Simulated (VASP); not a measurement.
# Ni in VASP: notebook

The runs below take Ni through elastic constants, single point, with LDA, LDA+U.

Program: VASP 6.6.1. These are calculated values, not measurements. Logs are shortened: lines on timing, memory, paths and dates and some standing lists are left out, and cuts for length are marked.

## Step 1: The cell of the first run

It takes space group Fm-3m (No. 225, cubic). Conventional cell: a = 3.475 Å, b = 3.475 Å, c = 3.475 Å, α = 90.00°, β = 90.00°, γ = 90.00°. Within 3.2 Å of Ni (site symmetry m-3m) lie 12 Ni at 2.46 Å.

## Step 2: Elastic constants, LDA, collinear spin, ferromagnetic start

The input, INCAR:

```
PREC     = Accurate       # precision mode
ENCUT    = 600            # plane-wave cutoff, eV
EDIFF    = 1E-8           # SCF threshold, eV
ISMEAR   = -1             # smearing method
SIGMA    = 0.05           # smearing width, eV
LREAL    = False          # projectors in reciprocal space
LASPH    = True           # aspherical terms in the spheres
NELM     = 150            # most SCF steps
ALGO     = Normal         # electronic algorithm
ISIF     = 3              # what is computed and relaxed
LWAVE    = False          # write WAVECAR
LCHARG   = True           # write CHGCAR
ISPIN    = 2              # spin polarisation
MAGMOM   = 1              # initial moments
LORBIT   = 11             # projections on sites
LMAXMIX  = 4              # l up to which the mixer works
GGA      = CA             # functional
NBANDS   = 15             # bands
IBRION   = 6              # ionic algorithm
NFREE    = 2            
POTIM    = 0.015          # step
NSW      = 1              # ionic steps
```

The input, KPOINTS:

```
regular mesh
0
Gamma
  10 10 10
```

The input, POSCAR:

```
Ni
1.0
    0.0000000000      1.7375729330      1.7375729330
    1.7375729330      0.0000000000      1.7375729330
    1.7375729330      1.7375729330      0.0000000000
Ni
1
Direct
    0.0000000000      0.0000000000      0.0000000000
```

Potentials or basis: VASP PAW LDA potentials, release 64 (Ni).

Run with:

```sh
cat potpaw_LDA.64/Ni/POTCAR > POTCAR
mpirun -np 1 vasp_std > vasp.out
```

OUTCAR:

```text
PREC = Accurate
   ENCUT = 600
   EDIFF = 1E-8
   ISMEAR = -1
   LREAL = False
   LASPH = True
   NELM = 150
   ISIF = 3
   ISPIN = 2
   LORBIT = 11
   GGA = CA
   IBRION = 6
   NFREE = 2
   POTIM = 0.015
   NSW = 1

 ion  position               nearest neighbor table
   1  0.000  0.000  0.000-

  LATTYP: Found a face centered cubic cell.
 ALAT       =     3.4751458660

  Lattice vectors:

 A1 = (   0.0000000000,   1.7375729330,   1.7375729330)
 A2 = (   1.7375729330,   0.0000000000,   1.7375729330)
 A3 = (   1.7375729330,   1.7375729330,   0.0000000000)

Analysis of symmetry for initial positions (statically):
=====================================================================
 Subroutine PRICEL returns:
 Original cell was already a primitive cell.

 Routine SETGRP: Setting up the symmetry group for a
 face centered cubic supercell.

 Subroutine GETGRP returns: Found 48 space group operations
 (whereof 48 operations were pure point group operations)
 out of a pool of 48 trial point group operations.

The static configuration has the point symmetry O_h .

Analysis of symmetry for dynamics (positions and initial velocities):
=====================================================================
 Subroutine PRICEL returns:
 Original cell was already a primitive cell.

 Routine SETGRP: Setting up the symmetry group for a
 face centered cubic supercell.

 Subroutine GETGRP returns: Found 48 space group operations
 (whereof 48 operations were pure point group operations)
 out of a pool of 48 trial point group operations.

The dynamic configuration has the point symmetry O_h .

Analysis of structural, dynamic, and magnetic symmetry:
=====================================================================
 Subroutine PRICEL returns:
 Original cell was already a primitive cell.

 Routine SETGRP: Setting up the symmetry group for a
 face centered cubic supercell.

 Subroutine GETGRP returns: Found 48 space group operations
 (whereof 48 operations were pure point group operations)
 out of a pool of 48 trial point group operations.

The overall configuration has the point symmetry O_h .

 Subroutine INISYM returns: Found 48 space group operations
[... 761 lines left out ...]
      5       8.9931      0.99999
      6       9.6457      0.15284
      7      23.8547      0.00000
      8      24.9897      0.00000
      9      26.8032      0.00000
     10      31.3055      0.00000
     11      35.8450      0.00000
     12      50.6021      0.00000
     13      51.1930      0.00000
     14      54.8945      0.00000
     15      56.6640      0.00000

 [... further k-points ...]

 spin component 2

 k-point     1 :       0.0000    0.0000    0.0000
  band No.  band energies     occupation
      1       0.3646      1.00000
      2       7.7451      1.00000
      3       7.7451      1.00000
      4       7.7451      1.00000
      5       8.9121      1.00000
      6       8.9121      1.00000
      7      33.6285      0.00000
      8      37.7375      0.00000
      9      37.7375      0.00000
     10      37.7375      0.00000
     11      40.9424      0.00000
     12      40.9424      0.00000
     13      40.9424      0.00000
     14      43.8515      0.00000
[... 443 lines left out ...]
  FREE ENERGIE OF THE ION-ELECTRON SYSTEM (eV)
  ---------------------------------------------------
  free  energy   TOTEN  =        -6.5678891588 eV

  energy  without entropy=       -6.5528587173  energy(sigma->0) =       -6.56037394

 INTERNAL STRAIN TENSORS FROM STRAINED CELLS
 ============================================

 INTERNAL STRAIN TENSOR FOR ION    1 for displacements in x,y,z  (eV/Angst):
          X           Y           Z          XY          YZ          ZX
  --------------------------------------------------------------------------------
  x     0.00000     0.00000     0.00000     0.00000     0.00000     0.00000
  y    -0.00000     0.00000     0.00000     0.00000     0.00000     0.00000
  z     0.00000     0.00000     0.00000    -0.00000     0.00000     0.00000

 INTERNAL STRAIN TENSORS FROM DISPLACED ATOMS
 ============================================

 INTERNAL STRAIN TENSOR FOR ION    1 for displacements in x,y,z  (eV/Angst):
          X           Y           Z          XY          YZ          ZX
  --------------------------------------------------------------------------------
  x     0.00000     0.00000     0.00000     0.00000     0.00000     0.00000
  y     0.00000     0.00000     0.00000     0.00000     0.00000     0.00000
  z     0.00000     0.00000     0.00000     0.00000     0.00000     0.00000

 Eigenvectors and eigenvalues of the dynamical matrix
 ----------------------------------------------------

   1 f  =    0.000000 THz     0.000000 2PiTHz    0.000000 cm-1     0.000000 meV
             X         Y         Z           dx          dy          dz
      0.000000  0.000000  0.000000    -0.725143    0.673532    0.143252

   2 f  =    0.000000 THz     0.000000 2PiTHz    0.000000 cm-1     0.000000 meV
             X         Y         Z           dx          dy          dz
      0.000000  0.000000  0.000000    -0.172291   -0.378883    0.909265

   3 f/i=    0.000000 THz     0.000000 2PiTHz    0.000000 cm-1     0.000000 meV
             X         Y         Z           dx          dy          dz
      0.000000  0.000000  0.000000    -0.666695   -0.634667   -0.390788

--------------------------------------------------------------------------------------------------------

 ELASTIC MODULI CONTR FROM IONIC RELAXATION (kBar)
 Direction    XX          YY          ZZ          XY          YZ          ZX
 --------------------------------------------------------------------------------
 XX           0.0000      0.0000      0.0000      0.0000      0.0000      0.0000
 YY           0.0000      0.0000      0.0000      0.0000      0.0000      0.0000
 ZZ           0.0000      0.0000      0.0000      0.0000      0.0000      0.0000
 XY           0.0000      0.0000      0.0000      0.0000      0.0000      0.0000
 YZ           0.0000      0.0000      0.0000      0.0000      0.0000      0.0000
 ZX           0.0000      0.0000      0.0000      0.0000      0.0000      0.0000
 --------------------------------------------------------------------------------

 TOTAL ELASTIC MODULI (kBar)
 Direction    XX          YY          ZZ          XY          YZ          ZX
 --------------------------------------------------------------------------------
 XX        2879.6936   1728.3730   1728.3730     -0.0000      0.0000      0.0000
 YY        1728.3730   2879.6936   1728.3730     -0.0000     -0.0000      0.0000
 ZZ        1728.3730   1728.3730   2879.6936      0.0000     -0.0000      0.0000
 XY          -0.0000     -0.0000      0.0000   1360.3088      0.0000      0.0000
 YZ           0.0000     -0.0000     -0.0000      0.0000   1360.3088      0.0000
 ZX           0.0000      0.0000      0.0000      0.0000      0.0000   1360.3088
 --------------------------------------------------------------------------------

 total charge

# of ion       s       p       d       tot
------------------------------------------
    1        0.516   0.530   8.340   9.386

 magnetization (x)

# of ion       s       p       d       tot
------------------------------------------
    1       -0.003  -0.017   0.683   0.663
```

OSZICAR:

```text
N       E                     dE             d eps       ncg     rms          rms(c)
DAV:   1     0.357199445505E+02    0.35720E+02   -0.45858E+03  2964   0.967E+02
DAV:   2    -0.610582580729E+01   -0.41826E+02   -0.38697E+02  3114   0.177E+02
DAV:   3    -0.768346270184E+01   -0.15776E+01   -0.15686E+01  3541   0.334E+01
DAV:   4    -0.769280455634E+01   -0.93419E-02   -0.93402E-02  3339   0.243E+00
[... 193 lines left out ...]
DAV:   4    -0.656788082319E+01    0.28155E-03   -0.41885E-04  3198   0.114E-01    0.190E-02
DAV:   5    -0.656788904537E+01   -0.82222E-05   -0.91251E-06  3499   0.201E-02    0.319E-03
DAV:   6    -0.656788901228E+01    0.33085E-07   -0.15234E-07  3653   0.272E-03    0.131E-03
DAV:   7    -0.656788915399E+01   -0.14170E-06   -0.12520E-08  3646   0.692E-04    0.572E-04
DAV:   8    -0.656788915885E+01   -0.48626E-08   -0.31229E-09  2482   0.339E-04
  15 F= -.65678892E+01 E0= -.65603739E+01  d E =-.150304E-01  mag=     0.6614
```

stdout:

```text
POSCAR found type information on POSCAR Ni
 POSCAR found :  1 types and       1 ions
 scaLAPACK will be used
 LDA part: xc-table for (Slater(with rela. corr.)+CA(PZ))
 , standard interpolation
 POSCAR, INCAR and KPOINTS ok, starting setup
 FFT: planning ... GRIDC
 FFT: planning ... GRID_SOFT
 FFT: planning ... GRID
 WAVECAR not read
 entering main loop
 Found     1 degrees of freedom:
 Adding 6 more for cell shape distortion
 Finite differences POTIM= 0.01500 DOF=   7
 bond charge predicted
 Finite differences progress:
 bond charge predicted
 Finite differences progress:
 bond charge predicted
 Finite differences progress:
 bond charge predicted
 Finite differences progress:
 bond charge predicted
 Finite differences progress:
 bond charge predicted
 Finite differences progress:
 bond charge predicted
 Finite differences progress:
 bond charge predicted
 Finite differences progress:
 bond charge predicted
 Finite differences progress:
 bond charge predicted
 Finite differences progress:
 bond charge predicted
 Finite differences progress:
 bond charge predicted
 Finite differences progress:
 bond charge predicted
 Finite differences progress:
 bond charge predicted
 Finite differences progress:
```

It took 5 min on 1 thread of Intel Xeon 6975P-C (Granite Rapids), shared host; peak memory 0.27 GiB.

What came out:

```yaml
Net_moment: 0.66 μB per cell
Site_moments: Ni +0.66 μB
Valence_electrons_inside_the_program's_atomic_spheres: Ni 9.39
Elastic_constants_C11_C12_C44: 288, 173, 136 GPa
Voigt_bulk_modulus: 211 GPa
```

Elastic tensor in Voigt notation (GPa, in the Cartesian axes of the cell as first typed):
```
288 173 173   0   0   0
173 288 173   0   0   0
173 173 288   0   0   0
  0   0   0 136   0   0
  0   0   0   0 136   0
  0   0   0   0   0 136
```

Clamped-ion elastic tensor (GPa):
```
288 173 173   0   0   0
173 288 173   0   0   0
173 173 288   0   0   0
  0   0   0 136   0   0
  0   0   0   0 136   0
  0   0   0   0   0 136
```

Caveat: the cell is under stress, which shifts elastic constants.

## Step 3: Single point, LDA+U, collinear spin, ferromagnetic start (the cell strained at random)

The input, INCAR:

```
SYSTEM = Ni
ALGO     = Normal         ! electronic algorithm
EDIFF    = 1E-6           ! SCF threshold, eV
ENCUT    = 590            ! plane-wave cutoff, eV
GGA      = CA             ! functional
GGA_COMPAT= .False.      
ISIF     = 2              ! what is computed and relaxed
ISMEAR   = 0              ! smearing method
ISPIN    = 2              ! spin polarisation
LASPH    = .True.         ! aspherical terms in the spheres
LCHARG   = .True.         ! write CHGCAR
LDAU     = .True.         ! DFT+U
LDAUJ    = 0            
LDAUL    = 2              ! shell
LDAUPRINT= 1            
LDAUTYPE = 2            
LDAUU    = 4              ! U, eV
LELF     = .True.         ! ELF
LMAXMIX  = 4              ! l up to which the mixer works
LORBIT   = 11             ! projections on sites
LREAL    = .False.        ! projectors in reciprocal space
LVHAR    = .True.       
LWAVE    = .False.        ! write WAVECAR
MAGMOM   = 1              ! initial moments
NBANDS   = 19             ! bands
NELM     = 200            ! most SCF steps
PREC     = Accurate       ! precision mode
SIGMA    = 0.01           ! smearing width, eV
```

The input, KPOINTS:

```
k-points
0
Gamma
  10 10 10
  0 0 0
```

The input, POSCAR:

```
Ni
1.0
    0.0157440000      1.7526920000      1.7577990000
    1.7649030000      0.0121160000      1.7614280000
    1.7344060000      1.7258240000      0.0426130000
Ni
1
Direct
    0.0000000000      0.0000000000      0.0000000000
```

Potentials or basis: VASP PAW LDA potentials, release 64 (Ni_sv_GW).

Run with:

```sh
cat potpaw_LDA.64/Ni_sv_GW/POTCAR > POTCAR
mpirun -np 1 vasp_std > vasp.out
```

It took 4 min on 1 thread of Intel Xeon Platinum 8488C (Sapphire Rapids), shared host; peak memory 0.31 GiB.

Results (log left out):

| Item | Value |
| --- | --- |
| Free energy | -4.2862 eV |
| Pressure | -13.8 GPa |
| Net moment | 0.73 μB per cell |
| Site moments | Ni +0.80 μB |
| Valence electrons inside the program's atomic spheres | Ni 16.44 |

Stress tensor (GPa, compression positive):
```
-14.28   0.88  -2.26
  0.88 -13.58  -2.10
 -2.26  -2.10 -13.42
```

Levels at points of the mesh, in eV from the Fermi level:
Spin up:
| k point | band 5 | band 6 | band 7 | band 8 | band 9 | band 10 | band 11 | band 12 | band 13 | band 14 |
| --- | --- | --- | --- | --- | --- | --- | --- | --- | --- | --- |
| (0.00, 0.00, 0.00) | -9.20 | -3.57 | -3.44 | -3.31 | -2.14 | -2.11 | 23.85 | 27.37 | 27.92 | 29.18 |
| (0.50, 0.00, 0.00) | -5.69 | -3.57 | -3.20 | -1.49 | -1.45 | -0.29 | 5.64 | 22.43 | 24.90 | 25.84 |
| (0.00, 0.50, 0.00) | -5.70 | -3.54 | -3.24 | -1.50 | -1.42 | -0.33 | 5.57 | 22.54 | 25.13 | 25.74 |
| (0.50, 0.50, 0.00) | -5.58 | -5.27 | -1.39 | -1.37 | -1.29 | 2.54 | 9.35 | 14.96 | 15.41 | 19.65 |
| (0.00, 0.00, 0.50) | -5.69 | -3.44 | -3.29 | -1.49 | -1.44 | 0.04 | 6.11 | 22.04 | 24.45 | 24.80 |
| (0.50, 0.00, 0.50) | -5.59 | -5.25 | -1.38 | -1.37 | -1.32 | 2.60 | 9.43 | 14.44 | 15.79 | 19.54 |
| (0.00, 0.50, 0.50) | -5.59 | -5.24 | -1.38 | -1.36 | -1.34 | 2.49 | 9.30 | 14.66 | 15.81 | 19.66 |
| (0.50, 0.50, 0.50) | -5.74 | -3.51 | -3.27 | -1.46 | -1.43 | -0.48 | 5.35 | 22.75 | 25.45 | 26.03 |
Spin down:
| k point | band 5 | band 6 | band 7 | band 8 | band 9 | band 10 | band 11 | band 12 |
| --- | --- | --- | --- | --- | --- | --- | --- | --- |
| (0.00, 0.00, 0.00) | -9.22 | -1.78 | -1.69 | -1.59 | -1.32 | -1.28 | 23.73 | 27.36 |
| (0.50, 0.00, 0.00) | -4.63 | -2.39 | -2.21 | -0.32 | 0.07 | 0.20 | 6.48 | 22.32 |
| (0.00, 0.50, 0.00) | -4.61 | -2.34 | -2.21 | -0.36 | 0.02 | 0.14 | 6.45 | 22.43 |
| (0.50, 0.50, 0.00) | -5.04 | -3.73 | -0.55 | 0.57 | 0.62 | 2.53 | 9.71 | 14.98 |
| (0.00, 0.00, 0.50) | -4.57 | -2.42 | -2.38 | 0.01 | 0.24 | 0.26 | 6.93 | 21.93 |
| (0.50, 0.00, 0.50) | -5.05 | -3.76 | -0.52 | 0.50 | 0.71 | 2.59 | 9.78 | 14.46 |
| (0.00, 0.50, 0.50) | -5.06 | -3.78 | -0.52 | 0.56 | 0.68 | 2.47 | 9.64 | 14.69 |
| (0.50, 0.50, 0.50) | -4.57 | -2.31 | -2.13 | -0.51 | -0.13 | 0.04 | 6.30 | 22.64 |

Eigenvalues of the final occupation matrices:
| site | spin | trace | eigenvalues |
| --- | --- | --- | --- |
| site 1 d | 1 | 4.38 | 0.87 0.87 0.87 0.88 0.88 |
| site 1 d | 2 | 3.55 | 0.60 0.63 0.65 0.83 0.84 |

Caveat: the cell differs from its parent crystal (the cell strained at random); the cell stands under tension; the U is typed as a test and isn't derived for this compound. The state reached can hang on the start; a lower one may exist.
